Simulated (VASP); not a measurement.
A run of VASP 6.6.1 is set up as follows.

INCAR

```
PREC = Accurate
ENCUT = 520
EDIFF = 1E-6
ISMEAR = 0
SIGMA = 0.05
LREAL = False
LASPH = True
NELM = 80
ALGO = Normal
ISIF = 2
LWAVE = False
LCHARG = False
NBANDS = 30
```

KPOINTS

```
regular mesh
0
Gamma
  6 6 6
```

The input POSCAR:

```
CsPbBr3
1.0
    5.8700000000      0.0000000000      0.0000000000
    0.0000000000      5.9580500000      0.0000000000
    0.0000000000      0.0000000000      5.8700000000
Cs Pb Br
1 1 3
Direct
    0.0000000000      0.0000000000      0.0000000000
    0.5000000000      0.5000000000      0.5000000000
    0.0000000000      0.5000000000      0.5000000000
    0.5000000000      0.0000000000      0.5000000000
    0.5000000000      0.5000000000      0.0000000000
```

Potentials or basis: VASP PAW LDA potentials, release 64 (Cs_sv, Pb_d, Br).

Launch:

```bash
$ cat potpaw_LDA.64/Cs_sv/POTCAR potpaw_LDA.64/Pb_d/POTCAR potpaw_LDA.64/Br/POTCAR > POTCAR
$ mpirun -np 1 vasp_std > vasp.out
```

Q: What does it give for the pressure?

A: -1.4 GPa.

Q: Estimate the band gap on the k mesh.

A: 1.35 eV, direct.

Stress tensor (GPa, compression positive):
```
-1.19  0.00  0.00
 0.00 -1.79  0.00
 0.00  0.00 -1.19
```

Caveat: the cell differs from its parent crystal (strain +0.0150 x Voigt [0, 1, 0, 0, 0, 0]); spin-orbit coupling is left out, which moves the levels of the heavy elements. A k mesh can miss the band edges.
